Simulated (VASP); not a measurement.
# In2O3 (R-3c) in VASP: single point with r2SCAN

Aim: the single point of In2O3 with r2SCAN.

All numbers are computed with VASP 6.6.1; they aren't measurements. Logs are shortened: lines on timing, memory, paths and dates and some standing lists are left out, and cuts for length are marked.

## Step 1: The cell of the first run

It takes space group R-3c (No. 167, trigonal). Conventional cell: a = 5.531 Å, b = 5.531 Å, c = 14.568 Å, α = 90.00°, β = 90.00°, γ = 120.00°. Within 2.8 Å of In (site symmetry 3) lie 6 O at 2.14 to 2.26 Å. Within 2.8 Å of O (site symmetry 2) lie 4 In at 2.14 to 2.26 Å.

## Step 2: Single point, r2SCAN

File POSCAR:

```
In2O3
1.0
    2.7653917058      1.5965996441      4.8559671205
   -2.7653917058      1.5965996441      4.8559671205
    0.0000000000     -3.1931992932      4.8559671189
In O
4 6
Direct
    0.3571192962      0.3571192962      0.3571192962
    0.1428807038      0.1428807038      0.1428807038
    0.6428807038      0.6428807038      0.6428807038
    0.8571192962      0.8571192962      0.8571192962
    0.5466519593      0.9533480407      0.2500000000
    0.2500000000      0.5466519593      0.9533480407
    0.9533480407      0.2500000000      0.5466519593
    0.4533480407      0.0466519593      0.7500000000
    0.7500000000      0.4533480407      0.0466519593
    0.0466519593      0.7500000000      0.4533480407
```

File INCAR.step1:

```
PREC     = Accurate       # precision mode
ENCUT    = 520            # plane-wave cutoff, eV
ISMEAR   = 0              # smearing method
SIGMA    = 0.01           # smearing width, eV
LREAL    = False          # projectors in reciprocal space
LASPH    = True           # aspherical terms in the spheres
NELM     = 100            # most SCF steps
NBANDS   = 55             # bands
GGA      = PE             # functional
ALGO     = Normal         # electronic algorithm
EDIFF    = 1E-4           # SCF threshold, eV
LWAVE    = True           # write WAVECAR
LCHARG   = False          # write CHGCAR
```

File INCAR.step2:

```
PREC     = Accurate       # precision mode
ENCUT    = 520            # plane-wave cutoff, eV
EDIFF    = 1E-6           # SCF threshold, eV
ISMEAR   = 0              # smearing method
SIGMA    = 0.01           # smearing width, eV
LREAL    = False          # projectors in reciprocal space
LASPH    = True           # aspherical terms in the spheres
NELM     = 100            # most SCF steps
ALGO     = Normal         # electronic algorithm
ISIF     = 2              # what is computed and relaxed
LWAVE    = False          # write WAVECAR
LCHARG   = False          # write CHGCAR
METAGGA  = R2SCAN         # meta-GGA
LMIXTAU  = True         
NBANDS   = 55             # bands
ISTART   = 1
```

File KPOINTS:

```
Automatic mesh
0
Gamma
  5 5 5
```

Potentials or basis: VASP PAW PBE potentials, release 64 (In_d, O).

Command:

```
> cat potpaw_PBE.64/In_d/POTCAR potpaw_PBE.64/O/POTCAR > POTCAR
> cp INCAR.step1 INCAR
> mpirun -np 1 vasp_std > vasp.out
> cp INCAR.step2 INCAR
> mpirun -np 1 vasp_std > vasp.out
```

OUTCAR:

```text
PREC = Accurate
   ENCUT = 520
   EDIFF = 1E-6
   ISMEAR = 0
   LREAL = False
   LASPH = True
   NELM = 100
   ISIF = 2
   METAGGA = R2SCAN
   ISTART = 1

 ion  position               nearest neighbor table
   1  0.357  0.357  0.357-  10 2.14   9 2.14   8 2.14   7 2.26   5 2.26   6 2.26   2 3.12   3 3.27
                             3 3.27   3 3.27   2 3.63   2 3.63   2 3.63   4 4.01   4 4.01   4 4.01
   2  0.143  0.143  0.143-   9 2.14  10 2.14   8 2.14   6 2.26   5 2.26   7 2.26   1 3.12   4 3.27
                             4 3.27   4 3.27   1 3.63   1 3.63   1 3.63   3 4.01   3 4.01   3 4.01
   3  0.643  0.643  0.643-   7 2.14   6 2.14   5 2.14  10 2.26   8 2.26   9 2.26   4 3.12   1 3.27
                             1 3.27   1 3.27   4 3.63   4 3.63   4 3.63   2 4.01   2 4.01   2 4.01
   4  0.857  0.857  0.857-   6 2.14   7 2.14   5 2.14   9 2.26   8 2.26  10 2.26   3 3.12   2 3.27
                             2 3.27   2 3.27   3 3.63   3 3.63   3 3.63   1 4.01   1 4.01   1 4.01
   5  0.547  0.953  0.250-   3 2.14   4 2.14   1 2.26   2 2.26
   6  0.250  0.547  0.953-   4 2.14   3 2.14   2 2.26   1 2.26
   7  0.953  0.250  0.547-   3 2.14   4 2.14   1 2.26   2 2.26
   8  0.453  0.047  0.750-   1 2.14   2 2.14   3 2.26   4 2.26
   9  0.750  0.453  0.047-   2 2.14   1 2.14   4 2.26   3 2.26
  10  0.047  0.750  0.453-   1 2.14   2 2.14   3 2.26   4 2.26

  LATTYP: Found a trigonal (rhomboedric) cell.
 ALAT       =     5.8117930439
 COS(alpha) =     0.5471826843

  Lattice vectors:

 A1 = (   2.7653917058,   1.5965996441,   4.8559671205)
 A2 = (  -2.7653917058,   1.5965996441,   4.8559671205)
 A3 = (   0.0000000000,  -3.1931992932,   4.8559671189)

Analysis of symmetry for initial positions (statically):
=====================================================================
 Subroutine PRICEL returns:
 Original cell was already a primitive cell.

 Routine SETGRP: Setting up the symmetry group for a
 trigonal (rhombohedral) supercell.

 Subroutine GETGRP returns: Found 12 space group operations
 (whereof  6 operations were pure point group operations)
 out of a pool of 12 trial point group operations.

The static configuration has the point symmetry S_6 .
 The point group associated with its full space group is D_3d.

Analysis of symmetry for dynamics (positions and initial velocities):
=====================================================================
 Subroutine PRICEL returns:
 Original cell was already a primitive cell.

 Routine SETGRP: Setting up the symmetry group for a
 trigonal (rhombohedral) supercell.

 Subroutine GETGRP returns: Found 12 space group operations
 (whereof  6 operations were pure point group operations)
 out of a pool of 12 trial point group operations.

The dynamic configuration has the point symmetry S_6 .
 The point group associated with its full space group is D_3d.

 Subroutine INISYM returns: Found 12 space group operations
 (whereof  6 operations are pure point group operations),
 and found     1 'primitive' translations

----------------------------------------------------------------------------------------

                                     Primitive cell

  volume of cell :     128.6411

  direct lattice vectors                    reciprocal lattice vectors
     2.765391706  1.596599644  4.855967120     0.180806212  0.104388515  0.068644067
    -2.765391706  1.596599644  4.855967120    -0.180806212  0.104388515  0.068644067
     0.000000000 -3.193199293  4.855967119     0.000000000 -0.208777031  0.068644067

  length of vectors
     5.811793044  5.811793044  5.811793044     0.219772283  0.219772283  0.219772283

  position of ions in fractional coordinates (direct lattice)
     0.357119296  0.357119296  0.357119296
     0.142880704  0.142880704  0.142880704
     0.642880704  0.642880704  0.642880704
     0.857119296  0.857119296  0.857119296
     0.546651959  0.953348041  0.250000000
     0.250000000  0.546651959  0.953348041
     0.953348041  0.250000000  0.546651959
     0.453348041  0.046651959  0.750000000
     0.750000000  0.453348041  0.046651959
     0.046651959  0.750000000  0.453348041

  ion indices of the primitive-cell ions
   primitive index   ion index
                 1           1
                 2           2
                 3           3
                 4           4
                 5           5
                 6           6
                 7           7
                 8           8
                 9           9
                10          10

----------------------------------------------------------------------------------------

 KPOINTS: Automatic mesh

Automatic generation of k-mesh.
 Grid dimensions read from file:
 generate k-points for:    5    5    5

 Generating k-lattice:

  Cartesian coordinates                     Fractional coordinates (reciprocal lattice)
     0.036161242  0.020877703  0.013728813     0.200000000  0.000000000  0.000000000
    -0.036161242  0.020877703  0.013728813     0.000000000  0.200000000  0.000000000
     0.000000000 -0.041755406  0.013728813     0.000000000  0.000000000  0.200000000

  Length of vectors
     0.043954457  0.043954457  0.043954457

  Shift w.r.t. Gamma in fractional coordinates (k-lattice)
     0.000000000  0.000000000  0.000000000

 Subroutine IBZKPT returns following result:
 ===========================================

 Found     19 irreducible k-points:

 Following reciprocal coordinates:
            Coordinates               Weight
  0.000000  0.000000  0.000000      1.000000
  0.200000  0.000000  0.000000      6.000000
  0.400000  0.000000  0.000000      6.000000
  0.200000  0.200000  0.000000      6.000000
  0.400000  0.200000 -0.000000     12.000000
 -0.400000  0.200000  0.000000     12.000000
[... 11 lines left out ...]
  0.400000  0.400000  0.400000      2.000000
 -0.400000  0.400000  0.400000      6.000000
   k-points           NKPTS =     19   k-points in BZ     NKDIM =     19   number of bands    NBANDS=     55
   number of dos      NEDOS =    301   number of ions     NIONS =     10
   total plane-waves  NPLWV = 110592
   dimension x,y,z NGX =    48 NGY =   48 NGZ =   48
   dimension x,y,z NGXF=    96 NGYF=   96 NGZF=   96
   ions per type =               4   6
   NGX,Y,Z   is equivalent  to a cutoff of  13.73, 13.73, 13.73 a.u.
   NGXF,Y,Z  is equivalent  to a cutoff of  27.46, 27.46, 27.46 a.u.
 SYSTEM =  unknown system
   PREC   = accura    normal or accurate (medium, high low for compatibility)
   ISTART =      1    job   : 0-new  1-cont  2-samecut
   ICHARG =      0    charge: 1-file 2-atom 10-const
   ISPIN  =      1    spin polarized calculation?
   LNONCOLLINEAR =      F non collinear calculations
   LSORBIT =      F    spin-orbit coupling
   LASPH  =      T    aspherical Exc in radial PAW
   ENCUT  =  520.0 eV  38.22 Ry    6.18 a.u.  10.81 10.81 10.81*2*pi/ulx,y,z
   NELM   =    100;   NELMIN=  2; NELMDL=  0     # of ELM steps
   EDIFF  = 0.1E-05   stopping-criterion for ELM
   LREAL  =      F    real-space projection
   EDIFFG = 0.1E-04   stopping-criterion for IOM
   NSW    =      0    number of steps for IOM
   IBRION =     -1    ionic relax: 0-MD 1-quasi-New 2-CG
   NFREE  =      0    steps in history (QN), initial steepest desc. (CG)
   ISIF   =      2    stress and relaxation
   ISYM   =      2    0-nonsym 1-usesym 2-fastsym
   POTIM  = 0.5000    time-step for ionic-motion
   TEBEG  =    0.0;   TEEND  =   0.0 temperature during run
   PSTRESS=    0.0 pullay stress
   NELECT =      88.0000    total number of electrons
   NUPDOWN=      -1.0000    fix difference up-down
   EMIN   =  10.00;   EMAX   =-10.00  energy-range for DOS
   EFERMI =   0.00;   METHOD = LEGACY
   ISMEAR =     0;   SIGMA  =   0.01  broadening in eV -4-tet -1-fermi 0-gaus
   EFERMI_NEDOS =   21; number of points for ismear=-14 and -15
   IALGO  =     38    algorithm
   IMIX   =      4    mixing-type and parameters
     AMIX     =   0.40;   BMIX     =  1.00
     AMIX_MAG =   1.60;   BMIX_MAG =  1.00
  volume/ion in A,a.u.               =      12.86        86.81
  Fermi-wavevector in a.u.,A,eV,Ry     =   1.442478  2.725888 28.310220  2.080742
  Thomas-Fermi vector in A             =   2.560994
   LORBIT       =      0    0 simple, 1 ext, 2 COOP (PROOUT), +10 PAW based schemes
   METAGGA = R2SCAN    functional components
   LHFCALC =     F    Hartree Fock is set to
   AEXX    =    0.0000 exact exchange contribution
   IVDW    =     0    specifies the selected vdW correction
   LEPSILON=     F    determine dielectric tensor
   LRPA    =     F    only Hartree local field effects (RPA)
 non-spin polarized calculation
 Gauss-broadening in eV      SIGMA  =   0.01
  energy-cutoff  :      520.00
  volume of cell :      128.64
 maximum number of plane-waves:      3479
 NGX is ok and might be reduce to    48
   NGX = 21   NGY = 21   NGZ = 21

 number of electron      88.0000013 magnetization

 Free energy of the ion-electron system (eV)
  ---------------------------------------------------
  ext. energy  EPLUGINS =         0.00000000
  ---------------------------------------------------
  free energy    TOTEN  =      -144.46336514 eV

  energy without entropy =     -144.46336514  energy(sigma->0) =     -144.46336514

 E-fermi :   5.1106     XC(G=0): -11.8263

 val. band max:        5.0184087941   @ k =  -0.2000   0.2000   0.0000
 cond. band min:       6.7578720637   @ k =   0.0000   0.0000   0.0000
 fundamental gap:      1.7394632696
 Fermi energy:         5.1105812457

 k-point     1 :       0.0000    0.0000    0.0000
  band No.  band energies     occupation
      1     -13.4278      2.00000
      2     -12.5827      2.00000
      3     -12.5827      2.00000
      4     -12.3942      2.00000
      5     -12.3942      2.00000
      6     -12.3076      2.00000
[... 47 lines left out ...]
     54      15.6138      0.00000
     55      16.1849      0.00000

 k-point     2 :       0.2000    0.0000    0.0000
  band No.  band energies     occupation
      1     -13.3258      2.00000
      2     -12.5719      2.00000
      3     -12.5625      2.00000
      4     -12.4875      2.00000
      5     -12.4154      2.00000
      6     -12.3394      2.00000
[... 47 lines left out ...]
     54      16.2252      0.00000
     55      16.4418      0.00000

 k-point     3 :       0.4000    0.0000    0.0000
  band No.  band energies     occupation
      1     -13.0610      2.00000
      2     -12.7416      2.00000
      3     -12.5310      2.00000
      4     -12.5061      2.00000
      5     -12.4669      2.00000
      6     -12.4165      2.00000
[... 862 lines left out ...]
 k-point    18 :       0.4000    0.4000    0.4000
  band No.  band energies     occupation
      1     -13.0694      2.00000
      2     -12.7248      2.00000
      3     -12.5192      2.00000
      4     -12.5192      2.00000
      5     -12.4610      2.00000
      6     -12.4610      2.00000
[... 47 lines left out ...]
     54      15.5349      0.00000
     55      17.1908      0.00000

 k-point    19 :      -0.4000    0.4000    0.4000
  band No.  band energies     occupation
      1     -12.9296      2.00000
      2     -12.8503      2.00000
      3     -12.5628      2.00000
      4     -12.5159      2.00000
      5     -12.4498      2.00000
      6     -12.4244      2.00000
[... 47 lines left out ...]
     54      16.4622      0.00000
     55      17.2861      0.00000

------------------------ aborting loop because EDIFF is reached ----------------------------------------

  FORCE on cell =-STRESS in cart. coord.  units (eV):
  Direction    XX          YY          ZZ          XY          YZ          ZX
  --------------------------------------------------------------------------------------
  -------------------------------------------------------------------------------------
  Total       -0.6780836     -0.6780836     -0.1021854      0.0000000     -0.0000000      0.0000000
  in kB       -8.4452825     -8.4452825     -1.2726820      0.0000000     -0.0000000      0.0000000
  external PRESSURE =      -6.0544157 kB  Pullay stress =       0.0000000 kB

 VOLUME and BASIS-vectors are now :
 -----------------------------------------------------------------------------
  energy-cutoff  :      520.00
  volume of cell :      128.64
      direct lattice vectors                 reciprocal lattice vectors
     2.765391706  1.596599644  4.855967120     0.180806212  0.104388515  0.068644067
    -2.765391706  1.596599644  4.855967120    -0.180806212  0.104388515  0.068644067
     0.000000000 -3.193199293  4.855967119     0.000000000 -0.208777031  0.068644067

 POSITION                                       TOTAL-FORCE (eV/Angst)
 -----------------------------------------------------------------------------------
      0.00000     -0.00000      5.20248         0.000000     -0.000000      0.020875
      0.00000     -0.00000      2.08147         0.000000      0.000000     -0.020875
      0.00000     -0.00000      9.36542         0.000000      0.000000     -0.020875
      0.00000     -0.00000     12.48643         0.000000     -0.000000      0.020875
     -1.12467      1.59660      8.49794         0.004359     -0.000000     -0.000000
     -0.82036     -1.77230      8.49794        -0.002180      0.003775      0.000000
      1.94503      0.17570      8.49794        -0.002180     -0.003775     -0.000000
      1.12467     -1.59660      6.06996        -0.004359      0.000000     -0.000000
      0.82036      1.77230      6.06996         0.002180     -0.003775     -0.000000
     -1.94503     -0.17570      6.06996         0.002180      0.003775      0.000000
 -----------------------------------------------------------------------------------
    total drift:                                0.000000     -0.000000      0.000000

  FREE ENERGIE OF THE ION-ELECTRON SYSTEM (eV)
  ---------------------------------------------------
  free  energy   TOTEN  =      -144.4633651362 eV

  energy  without entropy=     -144.4633651362  energy(sigma->0) =     -144.46336514
```

It took 16 min on 1 thread of Intel Xeon 6975P-C, shared host; peak memory 0.42 GiB.

Results:

```
Free energy            : -144.4634 eV
Pressure               : -0.6 GPa
Largest force          : 0.021 eV/Å
Band gap on the k mesh : 1.74 eV, indirect (least direct gap 1.79 eV)
```

Forces in eV/Å, atoms in the order of the input:
```
In   0.000  0.000  0.021
In   0.000  0.000 -0.021
In   0.000  0.000 -0.021
In   0.000  0.000  0.021
O    0.004  0.000  0.000
O   -0.002  0.004  0.000
O   -0.002 -0.004  0.000
O   -0.004  0.000  0.000
O    0.002 -0.004  0.000
O    0.002  0.004  0.000
```

Levels at points of the mesh, in eV from the valence-band top:
```
           k point  band 42  band 43  band 44  band 45  band 46  band 47
(0.00, 0.00, 0.00)    -0.26    -0.05    -0.05     1.74     6.12     6.87
```

Caveat: the PAW data sets were made with another functional, which shifts forces and pressure a little; spin-orbit coupling is left out, which moves the levels of the heavy elements. r2SCAN opens gaps a little over a GGA but as a rule still falls short of measured ones.
